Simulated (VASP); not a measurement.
# C in VASP: single point with PBE+D3(BJ)

Aim: the single point of C with PBE+D3(BJ).

All numbers are computed with VASP 6.6.1; they aren't measurements. Logs are shortened: lines on timing, memory, paths and dates and some standing lists are left out, and cuts for length are marked.

## 1. The cell of the first run

The cell holds a slab with vacuum, 10 atoms: a = 2.465 Å, b = 6.805 Å, c = 18.982 Å, α = 90.00°, β = 90.00°, γ = 90.00°.

## 2. Single point, PBE+D3(BJ)

Input file INCAR:

```
SYSTEM = C
  PREC = Accurate
  ENCUT = 520
  EDIFF = 1E-6
  ISMEAR = 0
  SIGMA = 0.1
  LREAL = .False.
  LASPH = .True.
  NELM = 60
  ALGO = Normal
  ISIF = 2
  LWAVE = .False.
  LCHARG = .True.
  LDIPOL = .True.
  IDIPOL = 3
  DIPOL = 0.5 0.5 0.501
  GGA = PE
  IVDW = 12
  LELF = .True.
  LVHAR = .True.
  LVACPOTAV = .True.
  NBANDS = 31
```

Input file KPOINTS:

```
Automatic mesh
0
Gamma
  12 5 1
  0 0 0
```

Input file POSCAR:

```
C
1.0
    2.4646013646      0.0000000000      0.0000000000
    0.0000000000      6.8054113579      0.0000000000
    0.0000000000      0.0000000000     18.9815720880
C
10
Direct
    0.6245770366      0.2500141188      0.3687787275
    0.1245270019      0.2500141188      0.4062749828
    0.3743978443      0.7499858812      0.4250152999
    0.8743478096      0.7499858812      0.4625115552
    0.1242186520      0.2500141188      0.4812518723
    0.6240819850      0.2500133946      0.5177824228
    0.8742187762      0.7499905632      0.5456979427
    0.3733103364      0.7499900467      0.5757049463
    0.6239039727      0.2500147752      0.5962022511
    0.1243328368      0.2500173699      0.6287500473
```

Potentials or basis: VASP PAW PBE potentials, release 64 (C).

The run is started by

```
> cat potpaw_PBE.64/C/POTCAR > POTCAR
> mpirun -np 1 vasp_std > vasp.out
```

OUTCAR:

```text
SYSTEM = C
   PREC = Accurate
   ENCUT = 520
   EDIFF = 1E-6
   ISMEAR = 0
   LREAL = .False.
   LASPH = .True.
   NELM = 60
   ISIF = 2
   GGA = PE
   IVDW = 12
 IVDW          = 12

 ion  position               nearest neighbor table
   1  0.625  0.250  0.369-   2 1.42   2 1.42
   2  0.125  0.250  0.406-   1 1.42   5 1.42   1 1.42
   3  0.374  0.750  0.425-   4 1.42   4 1.42
   4  0.874  0.750  0.463-   3 1.42   3 1.42   7 1.58
   5  0.124  0.250  0.481-   6 1.41   6 1.41   2 1.42
   6  0.624  0.250  0.518-   5 1.41   5 1.41   9 1.49
   7  0.874  0.750  0.546-   8 1.36   8 1.36   4 1.58
   8  0.373  0.750  0.576-   7 1.36   7 1.36
   9  0.624  0.250  0.596-  10 1.38  10 1.38   6 1.49
  10  0.124  0.250  0.629-   9 1.38   9 1.38

  LATTYP: Found a simple orthorhombic cell.
 ALAT       =     2.4646013646
 B/A-ratio  =     2.7612625131
 C/A-ratio  =     7.7016804261

  Lattice vectors:

 A1 = (   2.4646013646,   0.0000000000,   0.0000000000)
 A2 = (   0.0000000000,   6.8054113579,   0.0000000000)
 A3 = (   0.0000000000,   0.0000000000,  18.9815720880)

Analysis of symmetry for initial positions (statically):
=====================================================================
 Subroutine PRICEL returns:
 Original cell was already a primitive cell.

 Routine SETGRP: Setting up the symmetry group for a
 simple orthorhombic supercell.

 Subroutine GETGRP returns: Found  1 space group operations
 (whereof  1 operations were pure point group operations)
 out of a pool of  8 trial point group operations.

The static configuration has the point symmetry C_1 .

Analysis of symmetry for dynamics (positions and initial velocities):
=====================================================================
 Subroutine PRICEL returns:
 Original cell was already a primitive cell.

 Routine SETGRP: Setting up the symmetry group for a
 simple orthorhombic supercell.

 Subroutine GETGRP returns: Found  1 space group operations
 (whereof  1 operations were pure point group operations)
 out of a pool of  8 trial point group operations.

The dynamic configuration has the point symmetry C_1 .

 Subroutine INISYM returns: Found  1 space group operations
 (whereof  1 operations are pure point group operations),
 and found     1 'primitive' translations

----------------------------------------------------------------------------------------

                                     Primitive cell

  volume of cell :     318.3708

  direct lattice vectors                    reciprocal lattice vectors
     2.464601365  0.000000000  0.000000000     0.405745130  0.000000000  0.000000000
     0.000000000  6.805411358  0.000000000     0.000000000  0.146941889  0.000000000
     0.000000000  0.000000000 18.981572088     0.000000000  0.000000000  0.052682675

  length of vectors
     2.464601365  6.805411358 18.981572088     0.405745130  0.146941889  0.052682675

  position of ions in fractional coordinates (direct lattice)
     0.624577037  0.250014119  0.368778728
     0.124527002  0.250014119  0.406274983
     0.374397844  0.749985881  0.425015300
     0.874347810  0.749985881  0.462511555
     0.124218652  0.250014119  0.481251872
     0.624081985  0.250013395  0.517782423
     0.874218776  0.749990563  0.545697943
     0.373310336  0.749990047  0.575704946
     0.623903973  0.250014775  0.596202251
     0.124332837  0.250017370  0.628750047

  ion indices of the primitive-cell ions
   primitive index   ion index
                 1           1
                 2           2
                 3           3
                 4           4
                 5           5
                 6           6
                 7           7
                 8           8
                 9           9
                10          10

----------------------------------------------------------------------------------------

 KPOINTS: Automatic mesh

Automatic generation of k-mesh.
 Grid dimensions read from file:
 generate k-points for:   12    5    1

 Generating k-lattice:

  Cartesian coordinates                     Fractional coordinates (reciprocal lattice)
     0.033812094  0.000000000  0.000000000     0.083333333  0.000000000  0.000000000
     0.000000000  0.029388378  0.000000000     0.000000000  0.200000000  0.000000000
     0.000000000  0.000000000  0.052682675     0.000000000  0.000000000  1.000000000

  Length of vectors
     0.033812094  0.029388378  0.052682675

  Shift w.r.t. Gamma in fractional coordinates (k-lattice)
     0.000000000  0.000000000  0.000000000

 Subroutine IBZKPT returns following result:
 ===========================================

 Found     31 irreducible k-points:

 Following reciprocal coordinates:
            Coordinates               Weight
  0.000000  0.000000  0.000000      1.000000
  0.083333  0.000000  0.000000      2.000000
  0.166667  0.000000  0.000000      2.000000
  0.250000  0.000000  0.000000      2.000000
  0.333333  0.000000  0.000000      2.000000
  0.416667  0.000000  0.000000      2.000000
[... 16 lines left out ...]
  0.166667  0.400000  0.000000      2.000000
  0.166667 -0.400000  0.000000      2.000000
 [... further k-points ...]
   k-points           NKPTS =     31   k-points in BZ     NKDIM =     31   number of bands    NBANDS=     31
   number of dos      NEDOS =    301   number of ions     NIONS =     10
   total plane-waves  NPLWV = 139968
   dimension x,y,z NGX =    18 NGY =   54 NGZ =  144
   dimension x,y,z NGXF=    36 NGYF=  108 NGZF=  288
   ions per type =              10
   NGX,Y,Z   is equivalent  to a cutoff of  12.14, 13.19, 12.61 a.u.
   NGXF,Y,Z  is equivalent  to a cutoff of  24.28, 26.38, 25.22 a.u.
 SYSTEM =  C
   PREC   = accura    normal or accurate (medium, high low for compatibility)
   ISTART =      0    job   : 0-new  1-cont  2-samecut
   ICHARG =      2    charge: 1-file 2-atom 10-const
   ISPIN  =      1    spin polarized calculation?
   LNONCOLLINEAR =      F non collinear calculations
   LSORBIT =      F    spin-orbit coupling
   LASPH  =      T    aspherical Exc in radial PAW
   ENCUT  =  520.0 eV  38.22 Ry    6.18 a.u.   4.58 12.65 35.29*2*pi/ulx,y,z
   NELM   =     60;   NELMIN=  2; NELMDL= -5     # of ELM steps
   EDIFF  = 0.1E-05   stopping-criterion for ELM
   LREAL  =      F    real-space projection
   EDIFFG = 0.1E-04   stopping-criterion for IOM
   NSW    =      0    number of steps for IOM
   IBRION =     -1    ionic relax: 0-MD 1-quasi-New 2-CG
   NFREE  =      0    steps in history (QN), initial steepest desc. (CG)
   ISIF   =      2    stress and relaxation
   ISYM   =      2    0-nonsym 1-usesym 2-fastsym
   POTIM  = 0.5000    time-step for ionic-motion
   TEBEG  =    0.0;   TEEND  =   0.0 temperature during run
   PSTRESS=    0.0 pullay stress
   NELECT =      40.0000    total number of electrons
   NUPDOWN=      -1.0000    fix difference up-down
   EMIN   =  10.00;   EMAX   =-10.00  energy-range for DOS
   EFERMI =   0.00;   METHOD = LEGACY
   ISMEAR =     0;   SIGMA  =   0.10  broadening in eV -4-tet -1-fermi 0-gaus
   EFERMI_NEDOS =   21; number of points for ismear=-14 and -15
   IALGO  =     38    algorithm
   IMIX   =      4    mixing-type and parameters
     AMIX     =   0.40;   BMIX     =  1.00
     AMIX_MAG =   1.60;   BMIX_MAG =  1.00
  volume/ion in A,a.u.               =      31.84       214.85
  Fermi-wavevector in a.u.,A,eV,Ry     =   0.819943  1.549468  9.147289  0.672307
  Thomas-Fermi vector in A             =   1.930838
   LORBIT       =      0    0 simple, 1 ext, 2 COOP (PROOUT), +10 PAW based schemes
   GGA     = PE    functional components
   LHFCALC =     F    Hartree Fock is set to
   AEXX    =    0.0000 exact exchange contribution
   IVDW    =    12    specifies the selected vdW correction
   LEPSILON=     F    determine dielectric tensor
   LRPA    =     F    only Hartree local field effects (RPA)
 non-spin polarized calculation
 Gauss-broadening in eV      SIGMA  =   0.10
  energy-cutoff  :      520.00
  volume of cell :      318.37
 maximum number of plane-waves:      8679
   NGX =  9   NGY = 25   NGZ = 71

 dipolmoment           0.000000      0.000000      0.009749 electrons x Angstroem

 number of electron      39.9999991 magnetization

 dipolmoment           0.000000      0.000000     -0.049066 electrons x Angstroem

 Free energy of the ion-electron system (eV)
  ---------------------------------------------------
  ext. energy  EPLUGINS =         0.00000000
  ---------------------------------------------------
  free energy    TOTEN  =       -80.09693436 eV

  energy without entropy =      -80.04907829  energy(sigma->0) =      -80.07300633

 E-fermi :  -3.5391     XC(G=0):  -3.7974

 val. band max:       -3.5546050737   @ k =   0.4167   0.4000   0.0000
 cond. band min:      -3.5097727433   @ k =   0.4167  -0.2000   0.0000
 fundamental gap:      0.0448323304
 Fermi energy:        -3.5390718766

 k-point     1 :       0.0000    0.0000    0.0000
  band No.  band energies     occupation
      1     -22.2015      2.00000
      2     -21.2080      2.00000
      3     -20.4948      2.00000
      4     -18.6100      2.00000
      5     -18.1409      2.00000
      6     -13.7089      2.00000
[... 23 lines left out ...]
     30       3.9241      0.00000
     31       4.3931      0.00000

 k-point     2 :       0.0833    0.0000    0.0000
  band No.  band energies     occupation
      1     -22.0798      2.00000
      2     -21.0901      2.00000
      3     -20.3775      2.00000
      4     -18.5018      2.00000
      5     -18.0332      2.00000
      6     -13.6255      2.00000
[... 23 lines left out ...]
     30       4.1050      0.00000
     31       4.8361      0.00000

 k-point     3 :       0.1667    0.0000    0.0000
  band No.  band energies     occupation
      1     -21.7155      2.00000
      2     -20.7375      2.00000
      3     -20.0269      2.00000
      4     -18.1778      2.00000
      5     -17.7105      2.00000
      6     -13.4139      2.00000
[... 23 lines left out ...]
     30       4.5553      0.00000
     31       4.5987      0.00000

 k-point     4 :       0.2500    0.0000    0.0000
  band No.  band energies     occupation
      1     -21.1122      2.00000
      2     -20.1540      2.00000
      3     -19.4475      2.00000
      4     -17.6401      2.00000
      5     -17.1749      2.00000
      6     -13.5149      2.00000
[... 23 lines left out ...]
     30       4.2077      0.00000
     31       4.9815      0.00000

 k-point     5 :       0.3333    0.0000    0.0000
  band No.  band energies     occupation
      1     -20.2767      2.00000
      2     -19.3468      2.00000
      3     -18.6512      2.00000
      4     -16.8930      2.00000
      5     -16.4308      2.00000
      6     -14.8415      2.00000
[... 23 lines left out ...]
     30       5.1369      0.00000
     31       5.5061      0.00000
[... 542 lines left out ...]
     30       4.1904      0.00000
     31       4.4480      0.00000

 k-point    22 :       0.0833   -0.4000    0.0000
  band No.  band energies     occupation
      1     -22.0681      2.00000
      2     -21.1080      2.00000
      3     -20.3741      2.00000
      4     -18.5100      2.00000
      5     -18.0329      2.00000
      6     -13.6259      2.00000
[... 23 lines left out ...]
     30       4.1904      0.00000
     31       4.4480      0.00000

 k-point    23 :       0.1667    0.4000    0.0000
  band No.  band energies     occupation
      1     -21.7043      2.00000
      2     -20.7546      2.00000
      3     -20.0236      2.00000
      4     -18.1855      2.00000
      5     -17.7102      2.00000
      6     -13.4142      2.00000
[... 23 lines left out ...]
     30       4.4325      0.00000
     31       4.6402      0.00000

 k-point    24 :       0.1667   -0.4000    0.0000
  band No.  band energies     occupation
      1     -21.7043      2.00000
      2     -20.7546      2.00000
      3     -20.0236      2.00000
      4     -18.1855      2.00000
      5     -17.7102      2.00000
      6     -13.4142      2.00000
[... 23 lines left out ...]
     30       4.4325      0.00000
     31       4.6402      0.00000

 [... further k-points ...]

------------------------ aborting loop because EDIFF is reached ----------------------------------------

 Edisp (eV)   -1.07212

 E8    (eV) :    -0.3217

  FORCE on cell =-STRESS in cart. coord.  units (eV):
  Direction    XX          YY          ZZ          XY          YZ          ZX
  --------------------------------------------------------------------------------------
  -------------------------------------------------------------------------------------
  Total      -0.66886    -0.15358    -1.32154    -0.00001    -0.00000    -0.00382
  in kB      -3.36601    -0.77288    -6.65057    -0.00005    -0.00000    -0.01922
  external pressure =       -3.60 kB  Pullay stress =        0.00 kB

 VOLUME and BASIS-vectors are now :
 -----------------------------------------------------------------------------
  energy-cutoff  :      520.00
  volume of cell :      318.37
      direct lattice vectors                 reciprocal lattice vectors
     2.464601365  0.000000000  0.000000000     0.405745130  0.000000000  0.000000000
     0.000000000  6.805411358  0.000000000     0.000000000  0.146941889  0.000000000
     0.000000000  0.000000000 18.981572088     0.000000000  0.000000000  0.052682675

 POSITION                                       TOTAL-FORCE (eV/Angst)
 -----------------------------------------------------------------------------------
      1.53933      1.70145      7.00000        -0.047337      0.000010      1.840105
      0.30691      1.70145      7.71174         0.044319     -0.000049     -3.390400
      0.92274      5.10396      8.06746         0.061552     -0.000027      3.207114
      2.15492      5.10396      8.77920        -0.062250      0.000180     -3.214377
      0.30615      1.70145      9.13492         0.003604     -0.000120      1.492718
      1.53811      1.70144      9.82832        -0.000298      0.000001      0.019350
      2.15460      5.10399     10.35820         0.001626     -0.000032      0.008739
      0.92006      5.10399     10.92778        -0.001698      0.000068      0.008285
      1.53767      1.70145     11.31686        -0.002283      0.000012     -0.027531
      0.30643      1.70147     11.93466         0.002763     -0.000044      0.055996
 -----------------------------------------------------------------------------------
    total drift:                               -0.000385      0.000000     -0.000231

  FREE ENERGIE OF THE ION-ELECTRON SYSTEM (eV)
  ---------------------------------------------------
  free  energy   TOTEN  =       -81.1690522300 eV

  energy  without entropy=      -81.1211961590  energy(sigma->0) =      -81.14512419

 vacuum level on the upper side and lower side of the slab         2.703         3.232
```

It took 4.4 min on 1 thread of Intel Xeon 6975P-C (Granite Rapids), shared host; peak memory 0.48 GiB.

What came out:

- Free energy: -81.1691 eV
- Largest force: 3.391 eV/Å
- Band gap on the k mesh: zero (bands 20 and 21 overlap by 0.35 eV)
- Dispersion energy per atom: -0.107 eV

Forces in eV/Å, atoms in the order of the input:
```
C   -0.047  0.000  1.840
C    0.044  0.000 -3.390
C    0.062  0.000  3.207
C   -0.062  0.000 -3.214
C    0.004  0.000  1.493
C    0.000  0.000  0.019
C    0.002  0.000  0.009
C   -0.002  0.000  0.008
C   -0.002  0.000 -0.028
C    0.003  0.000  0.056
```

Levels at points of the mesh, in eV from the Fermi level:
| k point | band 17 | band 18 | band 19 | band 20 | band 21 | band 22 | band 23 | band 24 |
| --- | --- | --- | --- | --- | --- | --- | --- | --- |
| (0.00, 0.00, 0.00) | -3.25 | -2.93 | -1.66 | -0.29 | 0.65 | 1.52 | 4.00 | 5.30 |
| (0.50, 0.00, 0.00) | -1.14 | -0.45 | -0.28 | 0.18 | 0.21 | 0.64 | 0.90 | 1.49 |
